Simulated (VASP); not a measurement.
# Mg3CdSe4 (I4/mmm) in VASP: single point with PBE

Aim: the single point of Mg3CdSe4 with PBE.

Everything below comes from runs of VASP 6.6.1. Logs are shortened: lines on timing, memory, paths and dates and some standing lists are left out, and cuts for length are marked.

### Step 1. The cell of the first run

Symmetry: I4/mmm, No. 139, tetragonal system. Conventional cell: a = 5.572 Å, b = 5.572 Å, c = 11.166 Å, α = 90.00°, β = 90.00°, γ = 90.00°. Mg (site symmetry 4/mmm) has 6 Se at 2.72 to 2.79 Å within 3.6 Å. Mg (site symmetry -4m2) has 6 Se at 2.79 Å within 3.7 Å. Within 3.7 Å of Cd (site symmetry 4/mmm) lie 6 Se at 2.79 to 2.86 Å. Within 3.6 Å of Se (site symmetry 4mm) lie 5 Mg at 2.72 to 2.79 Å and 1 Cd at 2.86 Å. Within 3.7 Å of Se (site symmetry mmm) lie 4 Mg at 2.79 Å and 2 Cd at 2.79 Å.

### Step 2. Single point, PBE

Input file INCAR:

```
SYSTEM = Mg3CdSe4
ALGO = Normal
EDIFF = 1E-6
ENCUT = 520
GGA = PE
ISIF = 2
ISMEAR = 0
LASPH = .True.
LCHARG = .True.
LELF = .True.
LREAL = .False.
LVHAR = .True.
LWAVE = .False.
NBANDS = 31
NELM = 60
PREC = Accurate
SIGMA = 0.01
```

Input file KPOINTS:

```
k-points
0
Gamma
  10 10 10
  0 0 0
```

Input file POSCAR:

```
Mg3CdSe4
1.0
   -2.7861317000      2.7861317000      5.5832264000
    2.7861317000     -2.7861317000      5.5832264000
    2.7861317000      2.7861317000     -5.5832264000
Mg Cd Se
3 1 4
Direct
    0.5000000000      0.5000000000      0.0000000000
    0.7500000000      0.2500000000      0.5000000000
    0.2500000000      0.7500000000      0.5000000000
    0.0000000000      0.0000000000      0.0000000000
    0.7437420000      0.7437420000      0.0000000000
    0.2562580000      0.2562580000      0.0000000000
    0.5000000000      0.0000000000      0.5000000000
    0.0000000000      0.5000000000      0.5000000000
```

Potentials or basis: VASP PAW PBE potentials, release 64 (Mg, Cd, Se).

Started as:

```console
$ cat potpaw_PBE.64/Mg/POTCAR potpaw_PBE.64/Cd/POTCAR potpaw_PBE.64/Se/POTCAR > POTCAR
$ mpirun -np 1 vasp_std > vasp.out
```

OUTCAR:

```text
SYSTEM = Mg3CdSe4
   EDIFF = 1E-6
   ENCUT = 520
   GGA = PE
   ISIF = 2
   ISMEAR = 0
   LASPH = .True.
   LREAL = .False.
   NELM = 60
   PREC = Accurate

 ion  position               nearest neighbor table
   1  0.500  0.500  0.000-   5 2.72   6 2.72   7 2.79   8 2.79   7 2.79   8 2.79
   2  0.750  0.250  0.500-   6 2.79   5 2.79   6 2.79   5 2.79   7 2.79   8 2.79
   3  0.250  0.750  0.500-   6 2.79   5 2.79   6 2.79   5 2.79   7 2.79   8 2.79
   4  0.000  0.000  0.000-   7 2.79   8 2.79   8 2.79   7 2.79   5 2.86   6 2.86
   5  0.744  0.744  0.000-   1 2.72   2 2.79   3 2.79   2 2.79   3 2.79   4 2.86
   6  0.256  0.256  0.000-   1 2.72   2 2.79   3 2.79   3 2.79   2 2.79   4 2.86
   7  0.500  0.000  0.500-   1 2.79   4 2.79   1 2.79   4 2.79   3 2.79   2 2.79
   8  0.000  0.500  0.500-   1 2.79   4 2.79   4 2.79   1 2.79   3 2.79   2 2.79

  LATTYP: Found a body centered tetragonal cell.
 ALAT       =     5.5722634000
 C/A-ratio  =     2.0039348463

  Lattice vectors:

 A1 = (  -2.7861317000,   2.7861317000,   5.5832264000)
 A2 = (   2.7861317000,  -2.7861317000,   5.5832264000)
 A3 = (   2.7861317000,   2.7861317000,  -5.5832264000)

Analysis of symmetry for initial positions (statically):
=====================================================================
 Subroutine PRICEL returns:
 Original cell was already a primitive cell.

 Routine SETGRP: Setting up the symmetry group for a
 body centered tetragonal supercell.

 Subroutine GETGRP returns: Found 16 space group operations
 (whereof 16 operations were pure point group operations)
 out of a pool of 16 trial point group operations.

The static configuration has the point symmetry D_4h.

Analysis of symmetry for dynamics (positions and initial velocities):
=====================================================================
 Subroutine PRICEL returns:
 Original cell was already a primitive cell.

 Routine SETGRP: Setting up the symmetry group for a
 body centered tetragonal supercell.

 Subroutine GETGRP returns: Found 16 space group operations
 (whereof 16 operations were pure point group operations)
 out of a pool of 16 trial point group operations.

The dynamic configuration has the point symmetry D_4h.

 Subroutine INISYM returns: Found 16 space group operations
 (whereof 16 operations are pure point group operations),
 and found     1 'primitive' translations

----------------------------------------------------------------------------------------

                                     Primitive cell
[... 105 lines left out ...]
   EDIFFG = 0.1E-04   stopping-criterion for IOM
   NSW    =      0    number of steps for IOM
   IBRION =     -1    ionic relax: 0-MD 1-quasi-New 2-CG
   NFREE  =      0    steps in history (QN), initial steepest desc. (CG)
   ISIF   =      2    stress and relaxation
   ISYM   =      2    0-nonsym 1-usesym 2-fastsym
   POTIM  = 0.5000    time-step for ionic-motion
   TEBEG  =    0.0;   TEEND  =   0.0 temperature during run
   PSTRESS=    0.0 pullay stress
   NELECT =      42.0000    total number of electrons
   NUPDOWN=      -1.0000    fix difference up-down
   EMIN   =  10.00;   EMAX   =-10.00  energy-range for DOS
   EFERMI =   0.00;   METHOD = LEGACY
   ISMEAR =     0;   SIGMA  =   0.01  broadening in eV -4-tet -1-fermi 0-gaus
   EFERMI_NEDOS =   21; number of points for ismear=-14 and -15
   IALGO  =     38    algorithm
   IMIX   =      4    mixing-type and parameters
     AMIX     =   0.40;   BMIX     =  1.00
     AMIX_MAG =   1.60;   BMIX_MAG =  1.00
  volume/ion in A,a.u.               =      21.67       146.24
  Fermi-wavevector in a.u.,A,eV,Ry     =   1.020568  1.928593 14.171259  1.041558
  Thomas-Fermi vector in A             =   2.154144
   LORBIT       =      0    0 simple, 1 ext, 2 COOP (PROOUT), +10 PAW based schemes
   GGA     = PE    functional components
   LHFCALC =     F    Hartree Fock is set to
   AEXX    =    0.0000 exact exchange contribution
   IVDW    =     0    specifies the selected vdW correction
   LEPSILON=     F    determine dielectric tensor
   LRPA    =     F    only Hartree local field effects (RPA)
 non-spin polarized calculation
 Gauss-broadening in eV      SIGMA  =   0.01
  energy-cutoff  :      520.00
  volume of cell :      173.36
 maximum number of plane-waves:      4725
 NGX is ok and might be reduce to    54
   NGX = 25   NGY = 25   NGZ = 25

 number of electron      42.0000002 magnetization

 Free energy of the ion-electron system (eV)
  ---------------------------------------------------
  ext. energy  EPLUGINS =         0.00000000
  ---------------------------------------------------
  free energy    TOTEN  =       -27.55751483 eV

  energy without entropy =      -27.55751483  energy(sigma->0) =      -27.55751483

 E-fermi :   3.1115     XC(G=0):  -9.5244

 val. band max:        3.0634409681   @ k =   0.5000   0.5000  -0.0000
 cond. band min:       3.3326465955   @ k =   0.5000   0.5000   0.5000
 fundamental gap:      0.2692056274
 Fermi energy:         3.1114651998

 k-point     1 :       0.0000    0.0000    0.0000
  band No.  band energies     occupation
      1     -10.0276      2.00000
      2      -8.9384      2.00000
      3      -8.8685      2.00000
      4      -8.6884      2.00000
      5      -4.9395      2.00000
      6      -4.9395      2.00000
[... 805 lines left out ...]
     30       9.0967      0.00000
     31       9.5076      0.00000

 [... further k-points ...]
[... 5 lines left out ...]
  --------------------------------------------------------------------------------------
  -------------------------------------------------------------------------------------
  Total        0.0605986      0.0605986      0.0363155      0.0000000     -0.0000000      0.0000000
  in kB        0.5600474      0.5600474      0.3356248      0.0000000     -0.0000000      0.0000000
  external PRESSURE =       0.4852398 kB  Pullay stress =       0.0000000 kB

 VOLUME and BASIS-vectors are now :
 -----------------------------------------------------------------------------
  energy-cutoff  :      520.00
  volume of cell :      173.36
      direct lattice vectors                 reciprocal lattice vectors
    -2.786131700  2.786131700  5.583226400     0.000000000  0.179460289  0.089553954
     2.786131700 -2.786131700  5.583226400     0.179460289  0.000000000  0.089553954
     2.786131700  2.786131700 -5.583226400     0.179460289  0.179460289  0.000000000

 POSITION                                       TOTAL-FORCE (eV/Angst)
 -----------------------------------------------------------------------------------
      0.00000      0.00000      5.58323         0.000000      0.000000     -0.000000
      0.00000      2.78613      2.79161         0.000000      0.000000     -0.000000
      2.78613      0.00000      2.79161         0.000000      0.000000     -0.000000
      0.00000      0.00000      0.00000         0.000000      0.000000     -0.000000
      0.00000      0.00000      8.30496         0.000000      0.000000     -0.030388
      0.00000      0.00000      2.86149        -0.000000     -0.000000      0.030388
      0.00000      2.78613      0.00000         0.000000      0.000000     -0.000000
      2.78613      0.00000      0.00000         0.000000      0.000000     -0.000000
 -----------------------------------------------------------------------------------
    total drift:                                0.000000      0.000000     -0.000000

  FREE ENERGIE OF THE ION-ELECTRON SYSTEM (eV)
  ---------------------------------------------------
  free  energy   TOTEN  =       -27.5575148258 eV

  energy  without entropy=      -27.5575148258  energy(sigma->0) =      -27.55751483
```

Wall time 18 min (1 thread of Intel Xeon Platinum 8259CL at 2.50GHz (Skylake/Cascade Lake), shared host); peak memory 0.77 GiB.

Results:

| Property | Result |
| --- | --- |
| Free energy | -27.5575 eV |
| Pressure | 0.0 GPa |
| Largest force | 0.030 eV/Å |
| Band gap on the k mesh | 0.27 eV, indirect (least direct gap 0.99 eV) |

Forces in eV/Å, atoms in the order of the input:
```
Mg   0.000  0.000  0.000
Mg   0.000  0.000  0.000
Mg   0.000  0.000  0.000
Cd   0.000  0.000  0.000
Se   0.000  0.000 -0.030
Se   0.000  0.000  0.030
Se   0.000  0.000  0.000
Se   0.000  0.000  0.000
```

Levels at points of the mesh, in eV from the valence-band top:
```
           k point  band 17  band 18  band 19  band 20  band 21  band 22  band 23  band 24  band 25  band 26
(0.00, 0.00, 0.00)    -2.10    -2.10    -0.46    -0.46    -0.46     0.54     1.61     3.73     3.84     4.09
(0.50, 0.00, 0.00)    -1.80    -1.77    -1.64    -1.06    -0.72     3.37     3.74     4.17     4.18     5.48
(0.50, 0.50, 0.00)    -0.96    -0.92    -0.86    -0.48     0.00     3.25     3.27     4.14     4.20     5.45
(0.50, 0.50, 0.50)    -2.07    -1.44    -1.44    -1.32    -1.32     0.27     1.27     3.24     3.38     4.13
```

A k mesh can miss the band edges.
